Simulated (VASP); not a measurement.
Set up this calculation in VASP 6.6.1, as the native input.

```
Task                   : relaxation of cell and atoms
Functional             : PBE
Potentials or basis    : VASP PAW PBE potentials, release 64 (Li_sv, Ti_sv, O)
Cutoff                 : 600 eV
k mesh                 : 4 × 4 × 6
Occupations            : gaussian, width 0.1 eV
Spin                   : collinear spin, ferromagnetic start
Starting moments       : [0.0, 0.0, 1.0, 0.0, 0.0] μB
Dipole correction      : no
Further INCAR settings : ALGO = Normal; EDIFF = 1e-07; IBRION = 2; EDIFFG = -0.04; NSW = 90; ISIF = 3
```

The structure of Li2TiO2 lies in POSCAR:

```
Li2TiO2
1.0
    4.5192140200      0.0000000000      0.0000000000
    0.0000000000      4.5192140200      0.0000000000
    0.0000000000      0.0000000000      3.1242549900
Li Ti O
2 1 2
Direct
    0.5000000000      0.0000000000      0.0000000000
    0.0000000000      0.5000000000      0.0000000000
    0.0000000000      0.0000000000      0.0000000000
    0.0000000000      0.0000000000      0.5000000000
    0.5000000000      0.5000000000      0.0000000000
```

One way to write it, as run:

INCAR

```
SYSTEM = Li2TiO2
  PREC = Accurate
  ENCUT = 600
  EDIFF = 1E-7
  ISMEAR = 0
  SIGMA = 0.1
  LREAL = .False.
  LASPH = .True.
  NELM = 150
  ALGO = Normal
  ISIF = 3
  LWAVE = .False.
  LCHARG = .False.
  ISPIN = 2
  MAGMOM = 0 0 1 0 0
  LORBIT = 11
  LMAXMIX = 4
  GGA = PE
  IBRION = 2
  NSW = 90
  EDIFFG = -0.04
```

KPOINTS

```
regular mesh
0
Gamma
  4 4 6
  0 0 0
```

Potentials or basis: VASP PAW PBE potentials, release 64 (Li_sv, Ti_sv, O).

The run is started by

```sh
$ cat potpaw_PBE.64/Li_sv/POTCAR potpaw_PBE.64/Ti_sv/POTCAR potpaw_PBE.64/O/POTCAR > POTCAR
$ mpirun -np 1 vasp_std > vasp.out
```

It gave:

```
Relaxed volume                                        : 15.74 Å³/atom
Relaxed cell                                          : a = 4.594 Å, b = 4.594 Å, c = 3.729 Å, α = 90.00°, β = 90.00°, γ = 90.00°
Space group after relaxing (to 0.05 Å)                : P4/mmm (No. 123)
Energy gained by relaxing                             : 815.0 meV/atom
Ionic steps                                           : 9
Pressure after relaxing                               : 0.2 GPa
Band gap on the k mesh                                : zero (filled and empty bands overlap)
Net moment                                            : 1.96 μB per cell
Site moments                                          : Li +0.05; Ti +1.40; O -0.08, -0.04 μB
Valence electrons inside the program's atomic spheres : Li 2.09; Ti 10.46; O 5.03, 4.79
```

Caveat: the cutoff is under 1.25 times the usual one of these potentials, so pressure, stress and relaxed cells hold a basis-set (Pulay) error; the volume moved by over 15 % at a fixed basis, so the end points are rough.

It took 9.1 min on 1 thread of Intel(R) Xeon(R) Platinum 8259CL CPU @ 2.50GHz (Skylake/Cascade Lake), on a shared host, peak memory 0.26 GiB.
